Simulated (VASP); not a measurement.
A run of VASP 6.6.1 is set up as follows.

File INCAR:

```
  ALGO = Normal
  EDIFF = 1E-6
  ENCUT = 600
  GGA = PE
  GGA_COMPAT = False
  ISIF = 2
  ISMEAR = 0
  LASPH = True
  LCHARG = False
  LREAL = False
  LWAVE = False
  NBANDS = 16
  NELM = 120
  PREC = Accurate
  SIGMA = 0.05
```

File KPOINTS:

```
k-points
0
Gamma
  6 6 6
```

POSCAR

```
CuI
1.0
    0.0000000000      3.0569224085      3.0569224085
    3.0569224085      0.0000000000      3.0569224085
    3.0569224085      3.0569224085      0.0000000000
Cu I
1 1
Direct
    0.7500000000      0.7500000000      0.7500000000
    0.0000000000      0.0000000000      0.0000000000
```

Potentials or basis: VASP PAW PBE potentials, release 64 (Cu, I).

The run is started by

```sh
$ cat potpaw_PBE.64/Cu/POTCAR potpaw_PBE.64/I/POTCAR > POTCAR
$ mpirun -np 1 vasp_std > vasp.out
```

(1) Estimate the pressure.

(2) Estimate the band gap on the k mesh.

## Answers

(1) -0.5 GPa.

(2) 1.08 eV.

Caveat: spin-orbit coupling is left out, which moves the levels of the heavy elements.
